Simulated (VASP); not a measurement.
Write the native input for VASP 6.6.1 that does the following.

```yaml
Task: single point
Functional: PBE
Potentials_or_basis: VASP PAW PBE potentials, release 64 (O, H, C)
Cutoff: 520 eV
k_mesh: 1 × 1 × 1
Occupations: fermi-dirac, width 0.05 eV
Spin: no spin polarisation
Dipole_correction: no
Further_INCAR_settings: LREAL = Auto; ALGO = Normal; EDIFF = 1e-06; NBANDS = 48
```

The structure of H12CO8 lies in POSCAR:

```
H12CO8
1.0
    7.1630960000      0.0000000000      0.0000000000
    0.0000000000      7.1630960000      0.0000000000
    0.0000000000      0.0000000000      7.1630960000
O H C
8 12 1
Direct
   -0.1044520414      1.1764605696      0.0801329481
    0.3391829455      0.9769658260      0.1242758718
    0.2106072570      0.0515559194      0.4499171866
    0.3788166458     -0.2721169729      0.4872613741
    0.4749203417      0.4446261784      1.1456219489
    0.5825972457      0.6216166864      0.7779457374
    0.8735049761      0.4039873262      0.5456858319
    1.0429987257      0.6323522678      0.6954674348
   -0.2246095822      1.2069501791      0.1545002329
   -0.1177144631      1.0583412536      0.1374126495
    0.3392387873      0.8980055551      0.2325530748
    0.4813700668      0.9975574807      0.1216094270
    0.1914116466      0.1195432813      0.3360976874
    0.1088775021      0.0796024512      0.5231955568
    0.3262136931     -0.3921907510      0.5109522475
    0.3057476823     -0.2080524957      0.5862828029
    0.5095282822      0.4312939545      1.2792652786
    0.5720012687      0.5395013553      1.1079427108
    0.5718197830      0.7338726160      0.8583439340
    0.4556968104      0.5831696239      0.7690250138
    0.9325297330      0.5364440181      0.6078237678
```

One way to write it, as run:

INCAR

```
SYSTEM = H12CO8
PREC = Accurate ; ENCUT = 520
EDIFF = 1E-6 ; ISMEAR = -1
SIGMA = 0.05 ; LREAL = Auto
LASPH = .TRUE. ; NELM = 100
ALGO = Normal ; ISIF = 2
LWAVE = .FALSE. ; LCHARG = .TRUE.
GGA = PE ; LELF = .TRUE.
LVHAR = .TRUE. ; NBANDS = 48
```

KPOINTS

```
regular mesh
0
G
  1 1 1
  0 0 0
```

Potentials or basis: VASP PAW PBE potentials, release 64 (O, H, C).

Run with:

```console
$ cat potpaw_PBE.64/O/POTCAR potpaw_PBE.64/H/POTCAR potpaw_PBE.64/C/POTCAR > POTCAR
$ mpirun -np 1 vasp_gam > vasp.out
```

Results of the run:

```json
{"Pressure": "1.2 GPa", "Largest force": "8.079 eV/Å", "Band gap on the k mesh": "3.40 eV"}
```

Caveat: the k points lie up to 0.88 Å⁻¹ apart.

Wall time 24 s on 1 thread of AMD EPYC 9R45 96-Core Processor (Zen 5), with other jobs on the host, peak memory 0.32 GiB.
